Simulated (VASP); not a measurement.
# Si2Ni (Fm-3m) in VASP: a series of runs, part 2 of 2

VASP 6.6.1.

## Step 4: Relaxation of cell and atoms, revPBE, collinear spin, ferromagnetic start

Contents of INCAR:

```
SYSTEM = Si2Ni
PREC     = Accurate       ! precision mode
ENCUT    = 600            ! plane-wave cutoff, eV
EDIFF    = 1E-6           ! SCF threshold, eV
ISMEAR   = -1             ! smearing method
SIGMA    = 0.05           ! smearing width, eV
LREAL    = .False.        ! projectors in reciprocal space
LASPH    = .True.         ! aspherical terms in the spheres
NELM     = 150            ! most SCF steps
ALGO     = Normal         ! electronic algorithm
ISIF     = 3              ! what is computed and relaxed
LWAVE    = .False.        ! write WAVECAR
LCHARG   = .False.        ! write CHGCAR
ISPIN    = 2              ! spin polarisation
MAGMOM   = 1 0 0          ! initial moments
LORBIT   = 11             ! projections on sites
LMAXMIX  = 4              ! l up to which the mixer works
GGA      = RE             ! functional
IBRION   = 2              ! ionic algorithm
NSW      = 60             ! ionic steps
EDIFFG   = -0.01          ! ionic threshold
```

Contents of KPOINTS:

```
regular mesh
0
Gamma
  9 9 9
  0 0 0
```

Contents of POSCAR:

```
Si2Ni
1.0
    0.0000000000      2.7030000000      2.7030000000
    2.7030000000      0.0000000000      2.7030000000
    2.7030000000      2.7030000000      0.0000000000
Ni Si
1 2
Direct
    0.0000000000      0.0000000000      0.0000000000
    0.7500000000      0.7500000000      0.7500000000
    0.2500000000      0.2500000000      0.2500000000
```

Potentials or basis: VASP PAW PBE potentials, release 64 (Ni, Si).

Started as:

```sh
$ cat potpaw_PBE.64/Ni/POTCAR potpaw_PBE.64/Si/POTCAR > POTCAR
$ mpirun -np 1 vasp_std > vasp.out
```

OUTCAR:

```text
SYSTEM = Si2Ni
   PREC = Accurate
   ENCUT = 600
   EDIFF = 1E-6
   ISMEAR = -1
   LREAL = .False.
   LASPH = .True.
   NELM = 150
   ISIF = 3
   ISPIN = 2
   LORBIT = 11
   GGA = RE
   IBRION = 2
   NSW = 60
   EDIFFG = -0.01

 ion  position               nearest neighbor table
   1  0.000  0.000  0.000-   2 2.34   2 2.34   3 2.34   3 2.34   2 2.34   2 2.34   3 2.34   3 2.34

   2  0.750  0.750  0.750-   1 2.34   1 2.34   1 2.34   1 2.34   3 2.70   3 2.70   3 2.70   3 2.70
                             3 2.70   3 2.70
   3  0.250  0.250  0.250-   1 2.34   1 2.34   1 2.34   1 2.34   2 2.70   2 2.70   2 2.70   2 2.70
                             2 2.70   2 2.70

  LATTYP: Found a face centered cubic cell.
 ALAT       =     5.4060000000

  Lattice vectors:

 A1 = (   0.0000000000,   2.7030000000,   2.7030000000)
 A2 = (   2.7030000000,   0.0000000000,   2.7030000000)
 A3 = (   2.7030000000,   2.7030000000,   0.0000000000)

Analysis of symmetry for initial positions (statically):
=====================================================================
 Subroutine PRICEL returns:
 Original cell was already a primitive cell.

 Routine SETGRP: Setting up the symmetry group for a
 face centered cubic supercell.

 Subroutine GETGRP returns: Found 48 space group operations
 (whereof 48 operations were pure point group operations)
 out of a pool of 48 trial point group operations.

The static configuration has the point symmetry O_h .

Analysis of symmetry for dynamics (positions and initial velocities):
=====================================================================
 Subroutine PRICEL returns:
 Original cell was already a primitive cell.

 Routine SETGRP: Setting up the symmetry group for a
 face centered cubic supercell.

 Subroutine GETGRP returns: Found 48 space group operations
 (whereof 48 operations were pure point group operations)
 out of a pool of 48 trial point group operations.

The dynamic configuration has the point symmetry O_h .

Analysis of structural, dynamic, and magnetic symmetry:
=====================================================================
 Subroutine PRICEL returns:
 Original cell was already a primitive cell.

 Routine SETGRP: Setting up the symmetry group for a
 face centered cubic supercell.

[... 137 lines left out ...]
 conjugate gradient relaxation of ions
 spin polarized calculation
  energy-cutoff  :      600.00
  volume of cell :       39.50
 maximum number of plane-waves:      1363
   NGX = 15   NGY = 15   NGZ = 15

--------------------------------------- Ionic step        1  -------------------------------------------

 number of electron      18.0000004 magnetization       0.0003820

 number of electron      18.0000004 magnetization      -0.0000982

 Free energy of the ion-electron system (eV)
  ---------------------------------------------------
  ext. energy  EPLUGINS =         0.00000000
  ---------------------------------------------------
  free energy    TOTEN  =       -16.44652397 eV

  energy without entropy =      -16.43853848  energy(sigma->0) =      -16.44253123

 E-fermi :  10.5513     XC(G=0): -11.5486

 val. band max:       10.5003796604   @ k =   0.3333   0.2222   0.0000
 cond. band min:      10.5942156454   @ k =   0.1111   0.1111   0.0000
 fundamental gap:      0.0938359850
 Fermi energy:        10.5513294566

 spin component 1

 k-point     1 :       0.0000    0.0000    0.0000
  band No.  band energies     occupation
      1      -3.3270      1.00000
      2       5.3247      1.00000
      3       5.3247      1.00000
      4       5.3247      1.00000
      5       7.0140      1.00000
      6       7.0140      1.00000
      7      10.2950      0.99409
      8      12.2241      0.00000
      9      12.2241      0.00000
     10      12.2241      0.00000
     11      12.7897      0.00000
     12      12.7897      0.00000
[... 960 lines left out ...]
 number of electron      17.9999994 magnetization      -0.0000001

 number of electron      17.9999994 magnetization       0.0000003

 Free energy of the ion-electron system (eV)
  ---------------------------------------------------
  ext. energy  EPLUGINS =         0.00000000
  ---------------------------------------------------
  free energy    TOTEN  =       -16.47133339 eV

  energy without entropy =      -16.46519048  energy(sigma->0) =      -16.46826194

 E-fermi :   9.9910     XC(G=0): -11.3804

 val. band max:        9.8995184754   @ k =   0.3333   0.2222   0.0000
 cond. band min:      10.0723601877   @ k =  -0.4444   0.4444   0.1111
 fundamental gap:      0.1728417123
 Fermi energy:         9.9910313160

 spin component 1

 k-point     1 :       0.0000    0.0000    0.0000
  band No.  band energies     occupation
      1      -3.5146      1.00000
      2       5.0286      1.00000
      3       5.0286      1.00000
      4       5.0286      1.00000
      5       6.6804      1.00000
      6       6.6804      1.00000
      7       9.4810      0.99996
      8      11.6450      0.00000
      9      11.6450      0.00000
     10      11.6450      0.00000
     11      12.3193      0.00000
     12      12.3193      0.00000
[... 835 lines left out ...]
  FREE ENERGIE OF THE ION-ELECTRON SYSTEM (eV)
  ---------------------------------------------------
  free  energy   TOTEN  =       -16.4713333940 eV

  energy  without entropy=      -16.4651904787  energy(sigma->0) =      -16.46826194

 reached required accuracy - stopping structural energy minimisation

 total charge

# of ion       s       p       d       tot
------------------------------------------
    1        0.540   0.745   8.424   9.710
    2        0.750   0.819   0.000   1.569
    3        0.750   0.819   0.000   1.569
--------------------------------------------------
tot          2.040   2.384   8.424  12.848

 magnetization (x)

# of ion       s       p       d       tot
------------------------------------------
    1       -0.000  -0.000  -0.000  -0.000
    2       -0.000   0.000   0.000  -0.000
    3       -0.000   0.000   0.000  -0.000
--------------------------------------------------
tot         -0.000  -0.000  -0.000  -0.000
```

OSZICAR:

```text
N       E                     dE             d eps       ncg     rms          rms(c)
DAV:   1     0.748420633192E+02    0.74842E+02   -0.83931E+03  1968   0.144E+03
DAV:   2    -0.139409288692E+02   -0.88783E+02   -0.82470E+02  2050   0.250E+02
DAV:   3    -0.181973889552E+02   -0.42565E+01   -0.41678E+01  2532   0.597E+01
[... 42 lines left out ...]
DAV:   1    -0.164722596700E+02   -0.95661E-03   -0.77033E-03  2140   0.186E+00    0.296E-01
DAV:   2    -0.164744507792E+02   -0.21911E-02   -0.19293E-02  2372   0.359E+00    0.488E-01
DAV:   3    -0.164713495963E+02    0.31012E-02   -0.89168E-03  2324   0.250E+00    0.436E-02
DAV:   4    -0.164713375434E+02    0.12053E-04   -0.19448E-04  2020   0.964E-02    0.181E-02
DAV:   5    -0.164713334545E+02    0.40889E-05   -0.94561E-06  2428   0.712E-02    0.511E-03
DAV:   6    -0.164713333940E+02    0.60499E-07   -0.96738E-07  1202   0.124E-02
   5 F= -.16471333E+02 E0= -.16468262E+02  d E =-.309877E-04  mag=    -0.0000
```

Run time: 2.4 min. Hardware: 1 thread of Intel Xeon Platinum 8259CL at 2.50GHz (Skylake/Cascade Lake), shared host; peak memory 0.23 GiB.

Results:

| Item | Value |
| --- | --- |
| Free energy | -16.4713 eV |
| Relaxed volume | 13.65 Å³/atom |
| Relaxed cell | a = 3.869 Å, b = 3.869 Å, c = 3.869 Å, α = 60.00°, β = 60.00°, γ = 60.00° |
| Space group after relaxing (to 0.05 Å) | Fm-3m (No. 225) |
| Energy gained by relaxing | 8.3 meV/atom |
| Ionic steps | 5 |
| Pressure after relaxing | 0.1 GPa |
| Band gap on the k mesh | zero (filled and empty bands overlap) |
| Net moment | 0.00 μB per cell |
| Valence electrons inside the program's atomic spheres | Ni 9.71; Si 1.57 |

The path:
```
step  energy change (eV)  largest force (eV/Å)  pressure (GPa)  volume (Å³)
   1              0.0000                0.0000            5.44        39.50
   2             -0.0119                0.0000           -3.63        42.11
   3             -0.0248                0.0000            0.15        40.99
   4             -0.0248                0.0000           -0.16        41.04
   5             -0.0248                0.0000            0.09        40.96
```

Final structure:
```yaml
crystal:
  lattice:
    - [0.00000, 2.73605, 2.73605]
    - [2.73605, 0.00000, 2.73605]
    - [2.73605, 2.73605, 0.00000]
  atoms:
    - { symbol: Ni, position: [0.00000, 0.00000, 0.00000] }
    - { symbol: Si, position: [0.75000, 0.75000, 0.75000] }
    - { symbol: Si, position: [0.25000, 0.25000, 0.25000] }
```

Levels at points of the mesh, in eV from the Fermi level:
Spin up:
```csv
k point,band 6,band 7,band 8,band 9,band 10,band 11,band 12,band 13
"(0.00, 0.00, 0.00)",-3.31,-0.51,1.65,1.65,1.65,2.33,2.33,2.33
```
Spin down:
```
           k point  band 7  band 8  band 9  band 10  band 11  band 12
(0.00, 0.00, 0.00)   -0.51    1.65    1.65     1.65     2.33     2.33
```

Caveat: the PAW data sets were made with another functional, which shifts forces and pressure a little.

## Step 5: Single point, LDA, collinear spin, ferromagnetic start

Contents of INCAR:

```
PREC = Accurate
ENCUT = 520
EDIFF = 1E-6
ISMEAR = -1
SIGMA = 0.05
LREAL = F
LASPH = T
NELM = 150
ALGO = Normal
ISIF = 2
LWAVE = F
LCHARG = F
ISPIN = 2
MAGMOM = 1 0 0
LORBIT = 11
LMAXMIX = 4
GGA = CA
NBANDS = 20
```

Contents of KPOINTS:

```
Automatic mesh
0
Gamma
  9 9 9
```

POSCAR is that of step 4.

Potentials or basis: VASP PAW LDA potentials, release 64 (Ni, Si).

Started as:

```sh
$ cat potpaw_LDA.64/Ni/POTCAR potpaw_LDA.64/Si/POTCAR > POTCAR
$ mpirun -np 1 vasp_std > vasp.out
```

Wall time 31 s (1 thread of AMD EPYC 9R45 (Zen 5), shared host); peak memory 0.14 GiB.

The run converged. Its results:

```yaml
Free_energy: -19.8874 eV
Pressure: -4.2 GPa
Band_gap_on_the_k_mesh: zero (filled and empty bands overlap)
Net_moment: 0.00 μB per cell
Valence_electrons_inside_the_program's_atomic_spheres: Ni 9.84; Si 1.60
```

Levels at points of the mesh, in eV from the Fermi level:
Spin up:
```
           k point  band 5  band 6  band 7  band 8  band 9  band 10  band 11  band 12  band 13  band 14
(0.00, 0.00, 0.00)   -3.53   -3.53   -0.38    1.71    1.71     1.71     2.29     2.29     2.29     4.69
```
Spin down:
| k point | band 5 | band 6 | band 7 | band 8 | band 9 | band 10 | band 11 | band 12 | band 13 | band 14 |
| --- | --- | --- | --- | --- | --- | --- | --- | --- | --- | --- |
| (0.00, 0.00, 0.00) | -3.53 | -3.53 | -0.38 | 1.71 | 1.71 | 1.71 | 2.29 | 2.29 | 2.29 | 4.69 |

## Step 6: Overview

```tsv
task	level	potentials or basis	cell	cutoff (eV)	gap on the mesh (eV)	pressure (GPa)	moment (μB)
single point	BLYP	VASP PAW PBE potentials, release 64 (Ni, Si)	a = 3.823 Å, angles 60.0°, 3 atoms	520	none	11.7	0.00
single point	revPBE	VASP PAW PBE potentials, release 64 (Ni, Si)	a = 3.872 Å, angles 60.0°, 3 atoms	520	none	-0.2	0.00
relaxation of cell and atoms	revPBE	VASP PAW PBE potentials, release 64 (Ni, Si)	relaxed from a = 3.823 Å, angles 60.0°, 3 atoms	600	none	0.1	0.00
single point	LDA	VASP PAW LDA potentials, release 64 (Ni, Si)	a = 3.823 Å, angles 60.0°, 3 atoms	520	none	-4.2	0.00
```

Alike in all rows: spin collinear, ferromagnetic start; k mesh 9 × 9 × 9; smearing fermi-dirac 0.05 eV.

Caveats: the PAW data sets were made with another functional, which shifts forces and pressure a little (some runs).

Total energies depend on the potentials used, so only differences within one code and one set of settings carry meaning.
